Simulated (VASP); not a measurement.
# HgTe (zinc blende type) in VASP: a series of runs

The runs below take HgTe (zinc blende type) through single point, with HSE06.

All numbers are computed with VASP 6.6.1; they aren't measurements. Logs are shortened: lines on timing, memory, paths and dates and some standing lists are left out, and cuts for length are marked.

### Step 1. The cell of the first run

It takes space group F-43m (No. 216, cubic). Conventional cell: a = 6.748 Å, b = 6.748 Å, c = 6.748 Å, α = 90.00°, β = 90.00°, γ = 90.00°. Hg (site symmetry -43m) has 4 Te at 2.92 Å within 3.8 Å. Within 3.8 Å of Te (site symmetry -43m) lie 4 Hg at 2.92 Å.

### Step 2. Single point, HSE06

POSCAR reads:

```
HgTe
1.0
    0.0000000000      3.3738208147      3.3738208147
    3.3738208147      0.0000000000      3.3738208147
    3.3738208147      3.3738208147      0.0000000000
Hg Te
1 1
Direct
    0.0000000000      0.0000000000      0.0000000000
    0.2500000000      0.2500000000      0.2500000000
```

INCAR.step1 reads:

```
SYSTEM = HgTe
PREC = Accurate
ENCUT = 520
EDIFF = 1E-5
ISMEAR = -1
SIGMA = 0.1
LREAL = .False.
LASPH = .True.
NELM = 100
ALGO = Normal
ISIF = 2
LWAVE = .True.
NBANDS = 16
GGA = PE
```

INCAR.step2 reads:

```
SYSTEM = HgTe
PREC = Accurate
ENCUT = 520
EDIFF = 1E-6
ISMEAR = -1
SIGMA = 0.1
LREAL = .False.
LASPH = .True.
NELM = 100
ALGO = Normal
ISIF = 2
LWAVE = .False.
LCHARG = .True.
GGA = PE
LHFCALC = .True.
HFSCREEN = 0.2079
PRECFOCK = Normal
LELF = .True.
LVHAR = .True.
NBANDS = 16
ISTART = 1
```

KPOINTS reads:

```
regular mesh
0
Gamma
  4 4 4
  0 0 0
```

Potentials or basis: VASP PAW PBE potentials, release 64 (Hg, Te).

Started as:

```
> cat potpaw_PBE.64/Hg/POTCAR potpaw_PBE.64/Te/POTCAR > POTCAR
> cp INCAR.step1 INCAR
> mpirun -np 1 vasp_std > vasp.out
> cp INCAR.step2 INCAR
> mpirun -np 1 vasp_std > vasp.out
```

OUTCAR:

```text
SYSTEM = HgTe
   PREC = Accurate
   ENCUT = 520
   EDIFF = 1E-6
   ISMEAR = -1
   LREAL = .False.
   LASPH = .True.
   NELM = 100
   ISIF = 2
   GGA = PE
   LHFCALC = .True.
   HFSCREEN = 0.2079
   PRECFOCK = Normal
   ISTART = 1

 ion  position               nearest neighbor table
   1  0.000  0.000  0.000-   2 2.92   2 2.92   2 2.92   2 2.92
   2  0.250  0.250  0.250-   1 2.92   1 2.92   1 2.92   1 2.92

  LATTYP: Found a face centered cubic cell.
 ALAT       =     6.7476416294

  Lattice vectors:

 A1 = (   0.0000000000,   3.3738208147,   3.3738208147)
 A2 = (   3.3738208147,   0.0000000000,   3.3738208147)
 A3 = (   3.3738208147,   3.3738208147,   0.0000000000)

Analysis of symmetry for initial positions (statically):
=====================================================================
 Subroutine PRICEL returns:
 Original cell was already a primitive cell.

 Routine SETGRP: Setting up the symmetry group for a
 face centered cubic supercell.

 Subroutine GETGRP returns: Found 24 space group operations
 (whereof 24 operations were pure point group operations)
 out of a pool of 48 trial point group operations.

The static configuration has the point symmetry T_d .

Analysis of symmetry for dynamics (positions and initial velocities):
=====================================================================
 Subroutine PRICEL returns:
 Original cell was already a primitive cell.

 Routine SETGRP: Setting up the symmetry group for a
 face centered cubic supercell.

 Subroutine GETGRP returns: Found 24 space group operations
 (whereof 24 operations were pure point group operations)
 out of a pool of 48 trial point group operations.

The dynamic configuration has the point symmetry T_d .

 Subroutine INISYM returns: Found 24 space group operations
 (whereof 24 operations are pure point group operations),
 and found     1 'primitive' translations

----------------------------------------------------------------------------------------

                                     Primitive cell

  volume of cell :      76.8062

  direct lattice vectors                    reciprocal lattice vectors
     0.000000000  3.373820815  3.373820815    -0.148199927  0.148199927  0.148199927
     3.373820815  0.000000000  3.373820815     0.148199927 -0.148199927  0.148199927
     3.373820815  3.373820815  0.000000000     0.148199927  0.148199927 -0.148199927

  length of vectors
     4.771303153  4.771303153  4.771303153     0.256689804  0.256689804  0.256689804

  position of ions in fractional coordinates (direct lattice)
[... 70 lines left out ...]
   POTIM  = 0.5000    time-step for ionic-motion
   TEBEG  =    0.0;   TEEND  =   0.0 temperature during run
   PSTRESS=    0.0 pullay stress
   NELECT =      18.0000    total number of electrons
   NUPDOWN=      -1.0000    fix difference up-down
   EMIN   =  10.00;   EMAX   =-10.00  energy-range for DOS
   EFERMI =   0.00;   METHOD = LEGACY
   ISMEAR =    -1;   SIGMA  =   0.10  broadening in eV -4-tet -1-fermi 0-gaus
   EFERMI_NEDOS =   21; number of points for ismear=-14 and -15
   IALGO  =     38    algorithm
   IMIX   =      1    mixing-type and parameters
     AMIX     =   0.40;   BMIX     =  1.00
     AMIX_MAG =   1.60;   BMIX_MAG =  1.00
  volume/ion in A,a.u.               =      38.40       259.16
  Fermi-wavevector in a.u.,A,eV,Ry     =   1.009331  1.907359 13.860925  1.018749
  Thomas-Fermi vector in A             =   2.142253
   LORBIT       =      0    0 simple, 1 ext, 2 COOP (PROOUT), +10 PAW based schemes
   GGA     = PE    functional components
   LHFCALC =     T    Hartree Fock is set to
   PRECFOCK=normal    Normal, Fast or Accurate (Low or Medium for compatibility)
   ENCUT4O =  -1.0   cutoff for four orbital integrals eV
   NKREDX  =     1    reduce k-point grid by
   NKREDY  =     1    reduce k-point grid by
   NKREDZ  =     1    reduce k-point grid by
   AEXX    =    0.2500 exact exchange contribution
   HFSCREEN=    0.2079 screening length (either q_TF or 0.3 A-1)
   HFSCREENC=   0.2079 screening length for correlation (either q_TF or 0.3 A-1)
   ENCUTFOCK=  -1.0 apply spherical cutoff to Coloumb kernel
   IVDW    =     0    specifies the selected vdW correction
   LEPSILON=     F    determine dielectric tensor
   LRPA    =     F    only Hartree local field effects (RPA)
 non-spin polarized calculation
  energy-cutoff  :      520.00
  volume of cell :       76.81
 maximum number of plane-waves:      2120
  NGX = 28; NGY = 28; NGZ = 28

 number of electron      18.0000000 magnetization

 Free energy of the ion-electron system (eV)
  ---------------------------------------------------
  ext. energy  EPLUGINS =         0.00000000
  ---------------------------------------------------
  free energy    TOTEN  =        -4.62971750 eV

  energy without entropy =       -4.62224475  energy(sigma->0) =       -4.62598113

 E-fermi :   1.4773     XC(G=0):  -6.8336

 val. band max:        1.3949416913   @ k =   0.0000   0.0000   0.0000
 cond. band min:       2.7164054217   @ k =   0.5000   0.0000   0.0000
 fundamental gap:      1.3214637304
 Fermi energy:         1.4772911147

 k-point     1 :       0.0000    0.0000    0.0000
  band No.  band energies     occupation
      1     -10.7427      2.00000
      2      -6.4206      2.00000
      3      -6.4206      2.00000
      4      -6.4206      2.00000
      5      -6.0332      2.00000
      6      -6.0332      2.00000
[... 129 lines left out ...]
      3      -6.2315      2.00000
      4      -6.0715      2.00000
      5      -6.0409      2.00000
      6      -5.5447      2.00000
[... 8 lines left out ...]
     15      13.0237      0.00000
     16      13.1439      0.00000

------------------------ aborting loop because EDIFF is reached ----------------------------------------

  FORCE on cell =-STRESS in cart. coord.  units (eV):
  Direction    XX          YY          ZZ          XY          YZ          ZX
  --------------------------------------------------------------------------------------
  -------------------------------------------------------------------------------------
  Total       -1.1825152     -1.1825152     -1.1825152      0.0000000      0.0000000      0.0000000
  in kB      -24.6672808    -24.6672808    -24.6672808      0.0000000      0.0000000      0.0000000
  external PRESSURE =     -24.6672808 kB  Pullay stress =       0.0000000 kB

 VOLUME and BASIS-vectors are now :
 -----------------------------------------------------------------------------
  energy-cutoff  :      520.00
  volume of cell :       76.81
      direct lattice vectors                 reciprocal lattice vectors
     0.000000000  3.373820815  3.373820815    -0.148199927  0.148199927  0.148199927
     3.373820815  0.000000000  3.373820815     0.148199927 -0.148199927  0.148199927
     3.373820815  3.373820815  0.000000000     0.148199927  0.148199927 -0.148199927

 POSITION                                       TOTAL-FORCE (eV/Angst)
 -----------------------------------------------------------------------------------
      0.00000      0.00000      0.00000         0.000000      0.000000     -0.000000
      1.68691      1.68691      1.68691         0.000000     -0.000000      0.000000
 -----------------------------------------------------------------------------------
    total drift:                               -0.000028     -0.000040     -0.000031

  FREE ENERGIE OF THE ION-ELECTRON SYSTEM (eV)
  ---------------------------------------------------
  free  energy   TOTEN  =        -4.6297175040 eV

  energy  without entropy=       -4.6222447526  energy(sigma->0) =       -4.62598113
```

OUTCAR.step1:

```text
SYSTEM = HgTe
   PREC = Accurate
   ENCUT = 520
   EDIFF = 1E-5
   ISMEAR = -1
   LREAL = .False.
[... 354 lines left out ...]
      0.00000      0.00000      0.00000        -0.000000     -0.000000     -0.000000
      1.68691      1.68691      1.68691         0.000000      0.000000      0.000000
 -----------------------------------------------------------------------------------
    total drift:                               -0.000000     -0.000000     -0.000000

  FREE ENERGIE OF THE ION-ELECTRON SYSTEM (eV)
  ---------------------------------------------------
  free  energy   TOTEN  =        -3.5736546178 eV

  energy  without entropy=       -3.5653241274  energy(sigma->0) =       -3.56948937
```

Wall time 11 min (1 thread of Intel Xeon Platinum 8259CL at 2.50GHz (Skylake/Cascade Lake), shared host); peak memory 0.32 GiB.

What came out:

```yaml
Free_energy: -4.6297 eV
Pressure: -2.5 GPa
Band_gap_on_the_k_mesh: zero (filled and empty bands touch)
```

Caveat: the k points lie up to 0.40 Å⁻¹ apart; the PAW data sets were made with another functional, which shifts forces and pressure a little; spin-orbit coupling is left out, which moves the levels of the heavy elements.

### Step 3. Single point, HSE06

This run uses another cell than the first one, of 36.93 Å³/atom.

POSCAR reads:

```
HgTe
1.0
    0.0000000000      3.3300000000      3.3300000000
    3.3300000000      0.0000000000      3.3300000000
    3.3300000000      3.3300000000      0.0000000000
Hg Te
1 1
Direct
    0.0052013538      0.0052013538      0.0052013538
    0.2500000000      0.2500000000      0.2500000000
```

INCAR.step1 reads:

```
  PREC = Accurate
  ENCUT = 520
  EDIFF = 1E-5
  ISMEAR = -1
  SIGMA = 0.1
  LREAL = False
  LASPH = True
  NELM = 60
  ALGO = Normal
  ISIF = 2
  LWAVE = True
  NBANDS = 16
  GGA = PE
```

INCAR.step2 reads:

```
  PREC = Accurate
  ENCUT = 520
  EDIFF = 1E-6
  ISMEAR = -1
  SIGMA = 0.1
  LREAL = False
  LASPH = True
  NELM = 60
  ALGO = Normal
  ISIF = 2
  LWAVE = False
  LCHARG = True
  GGA = PE
  LHFCALC = True
  HFSCREEN = 0.2079
  PRECFOCK = Normal
  LELF = True
  LVHAR = True
  NBANDS = 16
  ISTART = 1
```

KPOINTS reads:

```
Automatic mesh
0
Gamma
  4 4 4
```

Potentials or basis: VASP PAW PBE potentials, release 64 (Hg, Te).

Started as:

```
> cat potpaw_PBE.64/Hg/POTCAR potpaw_PBE.64/Te/POTCAR > POTCAR
> cp INCAR.step1 INCAR
> mpirun -np 1 vasp_std > vasp.out
> cp INCAR.step2 INCAR
> mpirun -np 1 vasp_std > vasp.out
```

It took 19 min on 1 thread of Intel Xeon Platinum 8259CL at 2.50GHz (Skylake/Cascade Lake), shared host; peak memory 0.33 GiB.

It converged, with:

| Item | Value |
| --- | --- |
| Free energy | -4.6589 eV |
| Pressure | -1.2 GPa |
| Largest force | 0.170 eV/Å |
| Band gap on the k mesh | zero (filled and empty bands touch) |

Forces in eV/Å, atoms in the order of the input:
```
Hg  -0.098 -0.098 -0.098
Te   0.098  0.098  0.098
```

Stress tensor (GPa, compression positive):
```
-1.24  0.24  0.24
 0.24 -1.24  0.24
 0.24  0.24 -1.24
```

Levels at points of the mesh, in eV from the Fermi level:
| k point | band 7 | band 8 | band 9 | band 10 | band 11 | band 12 |
| --- | --- | --- | --- | --- | --- | --- |
| (0.00, 0.00, 0.00) | -0.46 | -0.11 | -0.07 | -0.07 | 5.02 | 5.02 |
| (0.50, 0.00, 0.00) | -5.32 | -1.05 | -0.90 | 1.21 | 5.66 | 5.93 |
| (0.50, 0.50, 0.50) | -5.52 | -1.02 | -1.02 | 1.38 | 5.85 | 5.85 |
| (0.50, 0.50, 0.00) | -5.42 | -2.16 | -2.16 | 2.50 | 3.22 | 8.80 |

Caveat: the k points lie up to 0.41 Å⁻¹ apart; the PAW data sets were made with another functional, which shifts forces and pressure a little; spin-orbit coupling is left out, which moves the levels of the heavy elements.

### Step 4. Single point, HSE06

This run uses another cell than the first one, of 36.93 Å³/atom.

POSCAR: that of step 3 with these lines changed.

```diff
@@ -8,3 +8,3 @@
 Direct
-    0.0052013538      0.0052013538      0.0052013538
+    0.0000000000      0.0000000000      0.0000000000
     0.2500000000      0.2500000000      0.2500000000
```

INCAR.step1 reads:

```
PREC = Accurate ; ENCUT = 520
EDIFF = 1E-5 ; ISMEAR = -1
SIGMA = 0.02 ; LREAL = False
LASPH = True ; NELM = 60
ALGO = Normal ; ISIF = 2
LWAVE = True ; LCHARG = False
GGA = PE ; NBANDS = 16
```

INCAR.step2 reads:

```
PREC = Accurate ; ENCUT = 520
EDIFF = 1E-6 ; ISMEAR = -1
SIGMA = 0.02 ; LREAL = False
LASPH = True ; NELM = 60
ALGO = Normal ; ISIF = 2
LWAVE = False ; LCHARG = False
GGA = PE ; LHFCALC = True
HFSCREEN = 0.2079 ; PRECFOCK = Normal
ISTART = 1 ; NBANDS = 16
```

KPOINTS reads:

```
Automatic mesh
0
Gamma
  6 6 6
```

Started as:

```
> cat potpaw_PBE.64/Hg/POTCAR potpaw_PBE.64/Te/POTCAR > POTCAR
> cp INCAR.step1 INCAR
> mpirun -np 1 vasp_std > vasp.out
> cp INCAR.step2 INCAR
> mpirun -np 1 vasp_std > vasp.out
```

Wall time 1.7 h (1 thread of Intel Xeon Platinum 8259CL at 2.50GHz (Skylake/Cascade Lake), shared host); peak memory 0.35 GiB.

The run converged. Its results:

| Quantity | Value |
| --- | --- |
| Free energy | -4.7244 eV |
| Pressure | -1.6 GPa |
| Band gap on the k mesh | zero (filled and empty bands touch) |

Levels at points of the mesh, in eV from the Fermi level:
| k point | band 7 | band 8 | band 9 | band 10 | band 11 | band 12 |
| --- | --- | --- | --- | --- | --- | --- |
| (0.00, 0.00, 0.00) | -0.36 | -0.01 | -0.01 | -0.01 | 5.13 | 5.13 |
| (0.50, 0.00, 0.00) | -5.30 | -0.91 | -0.91 | 1.32 | 5.89 | 5.89 |
| (0.50, 0.50, 0.00) | -5.35 | -2.09 | -2.09 | 2.58 | 3.29 | 8.87 |

Caveat: the PAW data sets were made with another functional, which shifts forces and pressure a little; spin-orbit coupling is left out, which moves the levels of the heavy elements.

### Step 5. Summary

```csv
cell,k mesh,smearing,gap on the mesh (eV),pressure (GPa)
"a = 4.771 Å, angles 60.0°, 2 atoms, atomic positions A",4 × 4 × 4,fermi-dirac 0.1 eV,none,-2.5
"a = 4.709 Å, angles 60.0°, 2 atoms, atomic positions B",4 × 4 × 4,fermi-dirac 0.1 eV,none,-1.2
"a = 4.709 Å, angles 60.0°, 2 atoms, atomic positions A",6 × 6 × 6,fermi-dirac 0.02 eV,none,-1.6
```

Alike in all rows: task single point; level HSE06; potentials or basis VASP PAW PBE potentials, release 64 (Hg, Te); no spin polarisation; cutoff (eV) 520.

Caveats: some runs use coarse meshes; the PAW data sets were made with another functional, which shifts forces and pressure a little; spin-orbit coupling is left out, which moves the levels of the heavy elements.

Total energies depend on the potentials used, so only differences within one code and one set of settings carry meaning.

The gap in the log of VASP goes by the Fermi energy; the results here count the filled bands.